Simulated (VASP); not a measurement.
A run of VASP 6.6.1 is set up as follows.

The input INCAR:

```
PREC = Accurate ; ENCUT = 520
EDIFF = 1E-7 ; ISMEAR = 0
SIGMA = 0.1 ; LREAL = False
LASPH = True ; NELM = 100
ALGO = Normal ; ISIF = 2
LWAVE = False ; LCHARG = False
GGA = PE ; NBANDS = 26
```

File KPOINTS:

```
Automatic mesh
0
Gamma
  6 6 4
```

The input POSCAR:

```
Ga2SiS
1.0
    3.5680251164      0.0000000000      0.0000000000
   -1.7840125582      3.0900003921      0.0000000000
    0.0000000000      0.0000000000      6.6214306244
Ga Si S
2 1 1
Direct
    0.6666666667      0.3333333333      0.2516241018
    0.6666666667      0.3333333333      0.7483758982
    0.0000000000      0.0000000000      0.5000000000
    0.3333333333      0.6666666667      0.0000000000
```

Potentials or basis: VASP PAW PBE potentials, release 64 (Ga_d, Si, S).

Command:

```console
$ cat potpaw_PBE.64/Ga_d/POTCAR potpaw_PBE.64/Si/POTCAR potpaw_PBE.64/S/POTCAR > POTCAR
$ mpirun -np 1 vasp_std > vasp.out
```

Problem. What does it give for the largest force?

Solution. 0.005 eV/Å.

Problem. Estimate the band gap on the k mesh.

Solution. Zero (band 18 reaches 8.32 eV, above the bottom of band 19 at 3.72 eV).

Forces on the atoms (eV/Å):
```
Ga   0.000  0.000  0.005
Ga   0.000  0.000 -0.005
Si   0.000  0.000  0.000
S    0.000  0.000  0.000
```
